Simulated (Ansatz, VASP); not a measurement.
AlNi: VASP beside Ansatz

```
CELL_PARAMETERS angstrom
2.94103 0.00000 0.00000
0.00000 2.94103 0.00000
0.00000 0.00000 2.94103
ATOMIC_POSITIONS crystal
Al 0.00000 0.00000 0.98617
Ni 0.50000 0.50000 0.50636
```

Change from the starting cell: mode 6 frozen in at -0.040 Å, equal normal strain along x, y and z +0.0167.

Alike in both runs: task single point; functional PBE; k mesh 16 × 16 × 16; occupations gaussian, width 0.15 eV; no spin polarisation.

|  | VASP | Ansatz |
| --- | --- | --- |
| version | VASP 6.6.1 | Ansatz 0.2.0 |
| potentials or method | VASP PAW PBE potentials, release 64 (Al, Ni), cutoff 520 eV | scalar-relativistic, plane waves, PAW |
| valence electrons in the cell | 13 | 21 |

Ansatz gave:

* gap on the k mesh at the Fermi level (eV): none
* pressure (GPa): -6.9
* traceless stress, the component that is largest in VASP (GPa): -0.07
* rms of the force components (eV/Å): 0.157

Question: Which values does VASP return?

Answer: gap on the k mesh at the Fermi level (eV): none; pressure (GPa): -7.0; traceless stress, the component that is largest in VASP (GPa): -0.08; rms of the force components (eV/Å): 0.158.

Atom by atom the forces differ by 0.001 eV/Å (rms over components). A gap of «none» marks a metal or a gap that the smearing closes. The functional is the same, so the differences come from potentials, cutoffs and numerics. VASP's potentials hold 13 valence electrons a cell and Ansatz's 21, so a difference there can come from the potentials and not from the codes.
